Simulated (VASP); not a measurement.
# GaIr4 (I-43m) in VASP: further runs, part 2 of 2

VASP 6.6.1. Earlier steps stand in the parts before.

### Step 3. Relaxation of cell and atoms, PBE

The input, INCAR:

```
PREC = Accurate
ENCUT = 600
EDIFF = 1E-7
ISMEAR = 0
SIGMA = 0.1
LREAL = F
LASPH = T
NELM = 60
ALGO = Normal
ISIF = 3
LWAVE = F
LCHARG = F
GGA = PE
IBRION = 2
NSW = 90
EDIFFG = -0.04
```

The input, KPOINTS:

```
Automatic mesh
0
Gamma
  4 4 4
```

The input, POSCAR:

```
GaIr4
1.0
   -2.7821247800      2.7821247800      2.7821247800
    2.7821247800     -2.7821247800      2.7821247800
    2.7821247800      2.7821247800     -2.7821247800
Ga Ir
1 4
Direct
    0.0000000000      0.0000000000      0.0000000000
    0.0000000000      0.6305807800      0.0000000000
    0.3694192200      0.3694192200      0.3694192200
    0.0000000000      0.0000000000      0.6305807800
    0.6305807800      0.0000000000      0.0000000000
```

Potentials or basis: VASP PAW PBE potentials, release 64 (Ga_d, Ir).

On the command line:

```
cat potpaw_PBE.64/Ga_d/POTCAR potpaw_PBE.64/Ir/POTCAR > POTCAR
mpirun -np 1 vasp_std > vasp.out
```

It took 6.3 min on 1 thread of AMD EPYC 7R13 (Zen 3), shared host; peak memory 0.23 GiB.

The run converged. Its results:

* Free energy: -33.5817 eV
* Relaxed volume: 17.40 Å³/atom
* Relaxed cell: a = 4.835 Å, b = 4.835 Å, c = 4.835 Å, α = 109.47°, β = 109.47°, γ = 109.47°
* Space group after relaxing (to 0.05 Å): Im-3m (No. 229)
* Energy gained by relaxing: 4822.8 meV/atom
* Ionic steps: 15
* Pressure after relaxing: 0.1 GPa
* Largest force after relaxing: 0.033 eV/Å

Forces on the atoms (eV/Å):
```
Ga   0.000  0.000  0.000
Ir  -0.019  0.019 -0.019
Ir   0.019  0.019  0.019
Ir  -0.019 -0.019  0.019
Ir   0.019 -0.019 -0.019
```

The path:
| step | energy change (eV) | largest force (eV/Å) | pressure (GPa) | volume (Å³) |
| --- | --- | --- | --- | --- |
| 1 | 0.0000 | 27.5214 | 98.12 | 86.14 |
| 2 | -4.7675 | 1.2560 | -6.26 | 295.96 |
| 3 | -5.0335 | 1.1840 | -7.02 | 282.35 |
| 4 | -5.4017 | 1.0863 | -7.97 | 268.02 |
| 5 | -13.5997 | 0.0131 | -22.32 | 160.27 |
| 6 | -20.2800 | 0.2363 | -27.05 | 119.40 |
| 7 | -22.2220 | 2.1991 | -16.31 | 101.86 |
| 8 | -22.2282 | 2.7300 | -12.95 | 99.44 |
| 9 | -22.2381 | 2.5361 | -14.18 | 100.28 |
| 10 | -23.6740 | 1.7553 | 13.85 | 82.33 |
| 11 | -23.7084 | 1.9423 | 8.74 | 84.21 |
| 12 | -24.0586 | 0.6965 | 2.21 | 86.21 |
| 13 | -24.0999 | 0.0750 | 3.22 | 85.69 |
| 14 | -24.0900 | 0.1592 | -3.71 | 88.81 |
| 15 | -24.1138 | 0.0327 | 0.08 | 87.02 |

Final structure:
```
Ga Ir
1.0
    -2.79158    2.79158    2.79158
     2.79158   -2.79158    2.79158
     2.79158    2.79158   -2.79158
Ga Ir
1 4
Cartesian
  0.0000 0.0000 0.0000
  4.1884 1.3948 -1.3948
  1.3948 1.3948 1.3948
  1.3968 1.3968 -1.3968
  -1.3968 1.3968 1.3968
```

Levels at points of the mesh, in eV from the Fermi level:
| k point | band 22 | band 23 | band 24 | band 25 | band 26 | band 27 |
| --- | --- | --- | --- | --- | --- | --- |
| (0.00, 0.00, 0.00) | 0.02 | 0.02 | 0.51 | 0.51 | 0.51 | 1.95 |
| (0.50, 0.00, 0.00) | -1.17 | -0.81 | -0.66 | -0.38 | -0.28 | -0.14 |
| (0.50, 0.50, 0.50) | -0.40 | -0.40 | 0.17 | 0.82 | 0.82 | 2.08 |

Caveat: the k points lie up to 0.40 Å⁻¹ apart in the final cell; the bands computed are all filled at some k points, so no gap is given; spin-orbit coupling is left out, which moves the levels of the heavy elements.

### Step 4. Single point, PBE

The input, INCAR:

```
ALGO = Normal ; EDIFF = 1E-6
ENCUT = 500 ; GGA = PE
GGA_COMPAT = False ; ISIF = 2
ISMEAR = 0 ; LASPH = True
LCHARG = True ; LELF = True
LREAL = False ; LVHAR = True
LWAVE = False ; NBANDS = 48
NELM = 120 ; PREC = Accurate
SIGMA = 0.1
```

The input, KPOINTS:

```
k-points
0
Gamma
  4 4 4
```

POSCAR is that of step 3.

Potentials or basis: VASP PAW PBE potentials, release 64 (Ga_d, Ir_sv_GW).

On the command line:

```
cat potpaw_PBE.64/Ga_d/POTCAR potpaw_PBE.64/Ir_sv_GW/POTCAR > POTCAR
mpirun -np 1 vasp_std > vasp.out
```

OUTCAR:

```text
EDIFF = 1E-6
   ENCUT = 500
   GGA = PE
   ISIF = 2
   ISMEAR = 0
   LASPH = True
   LREAL = False
   NELM = 120
   PREC = Accurate

 ion  position               nearest neighbor table
   1  0.000  0.000  0.000-   2 1.78   3 1.78   4 1.78   5 1.78   2 3.04   4 3.04   5 3.04   3 3.04

   2  0.000  0.631  0.000-   1 1.78   3 2.91   4 2.91   5 2.91   3 2.97   5 2.97   4 2.97   4 2.97
                             5 2.97   3 2.97   1 3.04
   3  0.369  0.369  0.369-   1 1.78   4 2.91   2 2.91   5 2.91   5 2.97   4 2.97   2 2.97   4 2.97
                             5 2.97   2 2.97   1 3.04
[... 597 lines left out ...]
  -------------------------------------------------------------------------------------
  Total       60.1207303     60.1207303     60.1207303     -0.0000000      0.0000000     -0.0000000
  in kB     1118.2657531   1118.2657531   1118.2657531     -0.0000000      0.0000000     -0.0000000
  external PRESSURE =    1118.2657531 kB  Pullay stress =       0.0000000 kB

 VOLUME and BASIS-vectors are now :
 -----------------------------------------------------------------------------
  energy-cutoff  :      500.00
  volume of cell :       86.14
      direct lattice vectors                 reciprocal lattice vectors
    -2.782124780  2.782124780  2.782124780     0.000000000  0.179718754  0.179718754
     2.782124780 -2.782124780  2.782124780     0.179718754  0.000000000  0.179718754
     2.782124780  2.782124780 -2.782124780     0.179718754  0.179718754  0.000000000

 POSITION                                       TOTAL-FORCE (eV/Angst)
 -----------------------------------------------------------------------------------
      0.00000      0.00000      0.00000         0.000000     -0.000000     -0.000000
      1.75435     -1.75435      1.75435       -18.058683     18.058683    -18.058683
      1.02777      1.02777      1.02777        18.058683     18.058683     18.058683
      1.75435      1.75435     -1.75435       -18.058683    -18.058683     18.058683
     -1.75435      1.75435      1.75435        18.058683    -18.058683    -18.058683
 -----------------------------------------------------------------------------------
    total drift:                               -0.000000     -0.000000      0.000000

  FREE ENERGIE OF THE ION-ELECTRON SYSTEM (eV)
  ---------------------------------------------------
  free  energy   TOTEN  =       -10.0513961733 eV

  energy  without entropy=       -9.9715919233  energy(sigma->0) =      -10.01149405
```

Wall time 51 s (1 thread of Intel Xeon Platinum 8488C (Sapphire Rapids), shared host); peak memory 0.2 GiB.

Results:

```yaml
Free_energy: -10.0514 eV
Pressure: 111.8 GPa
Largest_force: 31.279 eV/Å
```

Forces in eV/Å, atoms in the order of the input:
```
Ga    0.000   0.000   0.000
Ir  -18.059  18.059 -18.059
Ir   18.059  18.059  18.059
Ir  -18.059 -18.059  18.059
Ir   18.059 -18.059 -18.059
```

Levels at points of the mesh, in eV from the Fermi level:
| k point | band 37 | band 38 | band 39 | band 40 | band 41 | band 42 | band 43 | band 44 |
| --- | --- | --- | --- | --- | --- | --- | --- | --- |
| (0.00, 0.00, 0.00) | -1.52 | -1.52 | -1.52 | 0.09 | 0.09 | 0.09 | 3.19 | 3.19 |
| (0.50, 0.00, 0.00) | -1.22 | -0.91 | -0.50 | -0.24 | -0.04 | -0.03 | 0.67 | 1.95 |
| (0.50, 0.50, 0.50) | -1.80 | -0.96 | -0.96 | -0.14 | -0.14 | -0.14 | 1.86 | 1.86 |

Caveat: the k points lie up to 0.40 Å⁻¹ apart; spin-orbit coupling is left out, which moves the levels of the heavy elements; forces of over 1 eV/Å act on the atoms, so gaps and moduli don't describe the material at rest.

### Step 5. The runs side by side

```csv
task,potentials or basis,cell,cutoff (eV),second run,gap on the mesh (eV),pressure (GPa),largest force (eV/Å)
single point,"VASP PAW PBE potentials, release 64 (Ga_d, Ir)",as given,520,-,none,98.1,27.52
relaxation of cell and atoms,"VASP PAW PBE potentials, release 64 (Ga_d, Ir)",relaxed,600,-,-,0.1,0.03
single point,"VASP PAW PBE potentials, release 64 (Ga_d, Ir_sv_GW)",as given,500,valence_matched,none,111.8,31.28
```

Alike in all rows: level PBE; no spin polarisation; k mesh 4 × 4 × 4; smearing gaussian 0.1 eV.

Caveats: all runs use coarse meshes; spin-orbit coupling is left out, which moves the levels of the heavy elements; forces of over 1 eV/Å act on the atoms, so gaps and moduli don't describe the material at rest (some runs); the bands computed are all filled at some k points, so no gap is given (some runs).

Total energies depend on the potentials used, so only differences within one code and one set of settings carry meaning.
